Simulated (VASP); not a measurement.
# Mg (P6_3/mmc) in VASP: a series of runs

Runs on Mg. Level: PBE. Tasks: single point.

Everything below comes from runs of VASP 6.6.1. Logs are shortened: lines on timing, memory, paths and dates and some standing lists are left out, and cuts for length are marked.

### Step 1. The cell of the first run

The structure is hexagonal, space group P6_3/mmc (No. 194). Conventional cell: a = 3.144 Å, b = 3.144 Å, c = 5.105 Å, α = 90.00°, β = 90.00°, γ = 120.00°. Within 4.1 Å of Mg (site symmetry -6m2) lie 12 Mg at 3.13 to 3.14 Å.

### Step 2. Single point, PBE (21.85 Å³/atom)

Input file INCAR:

```
PREC     = Accurate       # precision mode
ENCUT    = 520            # plane-wave cutoff, eV
EDIFF    = 1E-6           # SCF threshold, eV
ISMEAR   = -1             # smearing method
SIGMA    = 0.05           # smearing width, eV
LREAL    = F              # projectors in reciprocal space
LASPH    = T              # aspherical terms in the spheres
NELM     = 80             # most SCF steps
ALGO     = Normal         # electronic algorithm
ISIF     = 2              # what is computed and relaxed
LWAVE    = F              # write WAVECAR
LCHARG   = F              # write CHGCAR
GGA      = PE             # functional
NBANDS   = 9              # bands
```

Input file KPOINTS:

```
Automatic mesh
0
Gamma
  12 12 7
```

Input file POSCAR:

```
Mg
1.0
    3.1443151174      0.0000000000      0.0000000000
   -1.5721575586      2.7230567692      0.0000000000
    0.0000000000      0.0000000000      5.1048716881
Mg
2
Direct
    0.3333333333      0.6666666667      0.2500000000
    0.6666666667      0.3333333333      0.7500000000
```

Potentials or basis: VASP PAW PBE potentials, release 64 (Mg).

On the command line:

```sh
$ cat potpaw_PBE.64/Mg/POTCAR > POTCAR
$ mpirun -np 1 vasp_std > vasp.out
```

OUTCAR:

```text
PREC = Accurate
   ENCUT = 520
   EDIFF = 1E-6
   ISMEAR = -1
   LREAL = F
   LASPH = T
   NELM = 80
   ISIF = 2
   GGA = PE

 ion  position               nearest neighbor table
   1  0.333  0.667  0.250-   2 3.13   2 3.13   2 3.13   2 3.13   2 3.13   2 3.13
   2  0.667  0.333  0.750-   1 3.13   1 3.13   1 3.13   1 3.13   1 3.13   1 3.13

  LATTYP: Found a hexagonal cell.
 ALAT       =     3.1443151174
 C/A-ratio  =     1.6235242008

  Lattice vectors:

 A1 = (   3.1443151174,   0.0000000000,   0.0000000000)
 A2 = (  -1.5721575586,   2.7230567692,   0.0000000000)
 A3 = (   0.0000000000,   0.0000000000,   5.1048716881)

Analysis of symmetry for initial positions (statically):
=====================================================================
 Subroutine PRICEL returns:
 Original cell was already a primitive cell.

 Routine SETGRP: Setting up the symmetry group for a
 hexagonal supercell.

 Subroutine GETGRP returns: Found 24 space group operations
 (whereof 12 operations were pure point group operations)
 out of a pool of 24 trial point group operations.

The static configuration has the point symmetry D_3d.
 The point group associated with its full space group is D_6h.

Analysis of symmetry for dynamics (positions and initial velocities):
=====================================================================
 Subroutine PRICEL returns:
 Original cell was already a primitive cell.

 Routine SETGRP: Setting up the symmetry group for a
 hexagonal supercell.

 Subroutine GETGRP returns: Found 24 space group operations
 (whereof 12 operations were pure point group operations)
 out of a pool of 24 trial point group operations.

The dynamic configuration has the point symmetry D_3d.
 The point group associated with its full space group is D_6h.

 Subroutine INISYM returns: Found 24 space group operations
 (whereof 12 operations are pure point group operations),
 and found     1 'primitive' translations

----------------------------------------------------------------------------------------

                                     Primitive cell

  volume of cell :      43.7087

  direct lattice vectors                    reciprocal lattice vectors
     3.144315117  0.000000000  0.000000000     0.318034282  0.183617178  0.000000000
    -1.572157559  2.723056769  0.000000000     0.000000000  0.367234356  0.000000000
     0.000000000  0.000000000  5.104871688     0.000000000  0.000000000  0.195891310

  length of vectors
     3.144315117  3.144315117  5.104871688     0.367234356  0.367234356  0.195891310

  position of ions in fractional coordinates (direct lattice)
     0.333333333  0.666666667  0.250000000
     0.666666667  0.333333333  0.750000000

  ion indices of the primitive-cell ions
   primitive index   ion index
                 1           1
                 2           2

----------------------------------------------------------------------------------------

 KPOINTS: Automatic mesh

Automatic generation of k-mesh.
 Grid dimensions read from file:
 generate k-points for:   12   12    7

 Generating k-lattice:

  Cartesian coordinates                     Fractional coordinates (reciprocal lattice)
     0.026502857  0.015301432  0.000000000     0.083333333  0.000000000  0.000000000
     0.000000000  0.030602863  0.000000000     0.000000000  0.083333333  0.000000000
     0.000000000  0.000000000  0.027984473     0.000000000  0.000000000  0.142857143

  Length of vectors
     0.030602863  0.030602863  0.027984473

  Shift w.r.t. Gamma in fractional coordinates (k-lattice)
     0.000000000  0.000000000  0.000000000

 Subroutine IBZKPT returns following result:
 ===========================================

 Found     76 irreducible k-points:

 Following reciprocal coordinates:
            Coordinates               Weight
  0.000000  0.000000  0.000000      1.000000
  0.083333 -0.000000  0.000000      6.000000
  0.166667  0.000000  0.000000      6.000000
  0.250000 -0.000000  0.000000      6.000000
  0.333333  0.000000  0.000000      6.000000
  0.416667 -0.000000  0.000000      6.000000
[... 16 lines left out ...]
  0.250000 -0.000000  0.142857     12.000000
  0.333333  0.000000  0.142857     12.000000
 [... further k-points ...]
   k-points           NKPTS =     76   k-points in BZ     NKDIM =     76   number of bands    NBANDS=      9
   number of dos      NEDOS =    301   number of ions     NIONS =      2
   total plane-waves  NPLWV =  23040
   dimension x,y,z NGX =    24 NGY =   24 NGZ =   40
   dimension x,y,z NGXF=    48 NGYF=   48 NGZF=   80
   ions per type =               2
   NGX,Y,Z   is equivalent  to a cutoff of  12.69, 12.69, 13.03 a.u.
   NGXF,Y,Z  is equivalent  to a cutoff of  25.38, 25.38, 26.05 a.u.
 SYSTEM =  unknown system
   PREC   = accura    normal or accurate (medium, high low for compatibility)
   ISTART =      0    job   : 0-new  1-cont  2-samecut
   ICHARG =      2    charge: 1-file 2-atom 10-const
   ISPIN  =      1    spin polarized calculation?
   LNONCOLLINEAR =      F non collinear calculations
   LSORBIT =      F    spin-orbit coupling
   LASPH  =      T    aspherical Exc in radial PAW
   ENCUT  =  520.0 eV  38.22 Ry    6.18 a.u.   5.85  5.85  9.49*2*pi/ulx,y,z
   NELM   =     80;   NELMIN=  2; NELMDL= -5     # of ELM steps
   EDIFF  = 0.1E-05   stopping-criterion for ELM
   LREAL  =      F    real-space projection
   EDIFFG = 0.1E-04   stopping-criterion for IOM
   NSW    =      0    number of steps for IOM
   IBRION =     -1    ionic relax: 0-MD 1-quasi-New 2-CG
   NFREE  =      0    steps in history (QN), initial steepest desc. (CG)
   ISIF   =      2    stress and relaxation
   ISYM   =      2    0-nonsym 1-usesym 2-fastsym
   POTIM  = 0.5000    time-step for ionic-motion
   TEBEG  =    0.0;   TEEND  =   0.0 temperature during run
   PSTRESS=    0.0 pullay stress
   NELECT =       4.0000    total number of electrons
   NUPDOWN=      -1.0000    fix difference up-down
   EMIN   =  10.00;   EMAX   =-10.00  energy-range for DOS
   EFERMI =   0.00;   METHOD = LEGACY
   ISMEAR =    -1;   SIGMA  =   0.05  broadening in eV -4-tet -1-fermi 0-gaus
   EFERMI_NEDOS =   21; number of points for ismear=-14 and -15
   IALGO  =     38    algorithm
   IMIX   =      4    mixing-type and parameters
     AMIX     =   0.40;   BMIX     =  1.00
     AMIX_MAG =   1.60;   BMIX_MAG =  1.00
  volume/ion in A,a.u.               =      21.85       147.48
  Fermi-wavevector in a.u.,A,eV,Ry     =   0.737744  1.394134  7.405189  0.544266
  Thomas-Fermi vector in A             =   1.831499
   LORBIT       =      0    0 simple, 1 ext, 2 COOP (PROOUT), +10 PAW based schemes
   GGA     = PE    functional components
   LHFCALC =     F    Hartree Fock is set to
   AEXX    =    0.0000 exact exchange contribution
   IVDW    =     0    specifies the selected vdW correction
   LEPSILON=     F    determine dielectric tensor
   LRPA    =     F    only Hartree local field effects (RPA)
 non-spin polarized calculation
  energy-cutoff  :      520.00
  volume of cell :       43.71
 maximum number of plane-waves:      1198
 NGX is ok and might be reduce to    24
   NGX = 11   NGY = 11   NGZ = 19

 number of electron       4.0000000 magnetization

 Free energy of the ion-electron system (eV)
  ---------------------------------------------------
  ext. energy  EPLUGINS =         0.00000000
  ---------------------------------------------------
  free energy    TOTEN  =        -3.00559253 eV

  energy without entropy =       -2.99871786  energy(sigma->0) =       -3.00215520

 E-fermi :   2.8336     XC(G=0):  -8.6446

 val. band max:        2.8085337190   @ k =   0.4167   0.0833   0.4286
 cond. band min:       2.8411191596   @ k =   0.2500  -0.0000   0.0000
 fundamental gap:      0.0325854406
 Fermi energy:         2.8336438158

 k-point     1 :       0.0000    0.0000    0.0000
  band No.  band energies     occupation
      1      -4.2508      2.00000
      2       1.1301      2.00000
      3       1.6570      2.00000
      4      14.1226      0.00000
      5      14.1226      0.00000
      6      14.3389      0.00000
      7      14.3389      0.00000
      8      15.0142      0.00000
      9      16.7805      0.00000

 k-point     2 :       0.0833   -0.0000    0.0000
  band No.  band energies     occupation
      1      -4.1096      2.00000
      2       1.2584      2.00000
      3       1.7937      2.00000
      4      11.8215      0.00000
      5      12.9474      0.00000
      6      13.7447      0.00000
      7      15.6894      0.00000
      8      15.9266      0.00000
      9      16.6058      0.00000

 k-point     3 :       0.1667    0.0000    0.0000
  band No.  band energies     occupation
      1      -3.6870      2.00000
      2       1.6439      2.00000
      3       2.1976      1.99999
      4       9.2294      0.00000
      5      11.8974      0.00000
      6      12.4597      0.00000
      7      14.0495      0.00000
      8      15.1311      0.00000
      9      16.5368      0.00000

 k-point     4 :       0.2500   -0.0000    0.0000
  band No.  band energies     occupation
      1      -2.9871      2.00000
      2       2.2872      1.99996
      3       2.8411      0.92539
      4       6.8353      0.00000
      5      11.0805      0.00000
      6      11.0939      0.00000
      7      11.6222      0.00000
      8      13.5687      0.00000
      9      15.5984      0.00000
[... 205 lines left out ...]
 k-point    22 :       0.1667    0.0000    0.1429
  band No.  band energies     occupation
      1      -3.5695      2.00000
      2       0.4402      2.00000
      3       3.5996      0.00000
      4       9.3307      0.00000
      5      11.9946      0.00000
      6      12.2712      0.00000
      7      13.3843      0.00000
      8      15.0540      0.00000
      9      15.3891      0.00000

 k-point    23 :       0.2500   -0.0000    0.1429
  band No.  band energies     occupation
      1      -2.8705      2.00000
      2       1.1033      2.00000
      3       4.2047      0.00000
      4       6.9579      0.00000
      5      10.3190      0.00000
      6      11.1782      0.00000
      7      11.9989      0.00000
      8      14.1142      0.00000
      9      14.6071      0.00000

 k-point    24 :       0.3333    0.0000    0.1429
  band No.  band energies     occupation
      1      -1.9010      2.00000
      2       2.0070      2.00000
      3       4.3605      0.00000
      4       5.5133      0.00000
      5       8.2852      0.00000
      6      10.5957      0.00000
      7      10.6745      0.00000
      8      12.7348      0.00000
      9      14.0106      0.00000

 [... further k-points ...]

------------------------ aborting loop because EDIFF is reached ----------------------------------------

  FORCE on cell =-STRESS in cart. coord.  units (eV):
  Direction    XX          YY          ZZ          XY          YZ          ZX
  --------------------------------------------------------------------------------------
  -------------------------------------------------------------------------------------
  Total        0.5704009      0.5704009      0.3132906      0.0000000      0.0000000      0.0000000
  in kB       20.9085156     20.9085156     11.4839252      0.0000000      0.0000000      0.0000000
  external PRESSURE =      17.7669855 kB  Pullay stress =       0.0000000 kB

 VOLUME and BASIS-vectors are now :
 -----------------------------------------------------------------------------
  energy-cutoff  :      520.00
  volume of cell :       43.71
      direct lattice vectors                 reciprocal lattice vectors
     3.144315117  0.000000000  0.000000000     0.318034282  0.183617178  0.000000000
    -1.572157559  2.723056769  0.000000000     0.000000000  0.367234356  0.000000000
     0.000000000  0.000000000  5.104871688     0.000000000  0.000000000  0.195891310

 POSITION                                       TOTAL-FORCE (eV/Angst)
 -----------------------------------------------------------------------------------
     -0.00000      1.81537      1.27622         0.000000     -0.000000      0.000000
      1.57216      0.90769      3.82865        -0.000000      0.000000      0.000000
 -----------------------------------------------------------------------------------
    total drift:                                0.000000     -0.000000      0.000000

  FREE ENERGIE OF THE ION-ELECTRON SYSTEM (eV)
  ---------------------------------------------------
  free  energy   TOTEN  =        -3.0055925345 eV

  energy  without entropy=       -2.9987178561  energy(sigma->0) =       -3.00215520
```

Wall time 17 s (1 thread of Intel Xeon 8259CL, shared host); peak memory 0.17 GiB.

Results:

```yaml
Free_energy: -3.0056 eV
Pressure: 1.8 GPa
Band_gap_on_the_k_mesh: zero (bands 2 and 3 overlap by 2.25 eV)
```

Stress tensor (GPa, compression positive):
```
2.09 0.00 0.00
0.00 2.09 0.00
0.00 0.00 1.15
```

Levels at points of the mesh, in eV from the Fermi level:
| k point | band 1 | band 2 | band 3 | band 4 | band 5 | band 6 | band 7 |
| --- | --- | --- | --- | --- | --- | --- | --- |
| (0.00, 0.00, 0.00) | -7.08 | -1.70 | -1.18 | 11.29 | 11.29 | 11.51 | 11.51 |
| (0.50, 0.00, 0.00) | -2.17 | -2.11 | 2.80 | 3.10 | 3.49 | 3.88 | 7.20 |

### Step 3. Single point, PBE (22.77 Å³/atom)

This run uses another cell than the first one, of 22.77 Å³/atom.

Input file INCAR:

```
SYSTEM = Mg
PREC = Accurate
ENCUT = 520
EDIFF = 1E-6
ISMEAR = -1
SIGMA = 0.05
LREAL = .False.
LASPH = .True.
NELM = 60
ALGO = Normal
ISIF = 2
LWAVE = .False.
LCHARG = .False.
GGA = PE
NBANDS = 9
```

Input file KPOINTS:

```
regular mesh
0
Gamma
  12 12 7
  0 0 0
```

Input file POSCAR:

```
Mg
1.0
    3.1877321484      0.0000000000      0.0000000000
   -1.5938660741      2.7606570210      0.0000000000
    0.0000000000      0.0000000000      5.1753602886
Mg
2
Direct
    0.3333333333      0.6666666667      0.2500000000
    0.6666666667      0.3333333333      0.7500000000
```

Potentials or basis: VASP PAW PBE potentials, release 64 (Mg).

On the command line:

```sh
$ cat potpaw_PBE.64/Mg/POTCAR > POTCAR
$ mpirun -np 1 vasp_std > vasp.out
```

Run time: 17 s. Hardware: 1 thread of Intel Xeon 8259CL, shared host; peak memory 0.17 GiB.

It converged, with:

| Property | Result |
| --- | --- |
| Free energy | -3.0162 eV |
| Pressure | 0.1 GPa |
| Band gap on the k mesh | zero (bands 2 and 3 overlap by 2.24 eV) |

Stress tensor (GPa, compression positive):
```
 0.42  0.00  0.00
 0.00  0.42  0.00
 0.00  0.00 -0.47
```

Levels at points of the mesh, in eV from the Fermi level:
| k point | band 1 | band 2 | band 3 | band 4 | band 5 | band 6 | band 7 |
| --- | --- | --- | --- | --- | --- | --- | --- |
| (0.00, 0.00, 0.00) | -6.91 | -1.64 | -1.18 | 11.04 | 11.04 | 11.17 | 11.17 |
| (0.50, 0.00, 0.00) | -2.10 | -2.08 | 2.73 | 3.08 | 3.36 | 3.77 | 6.98 |
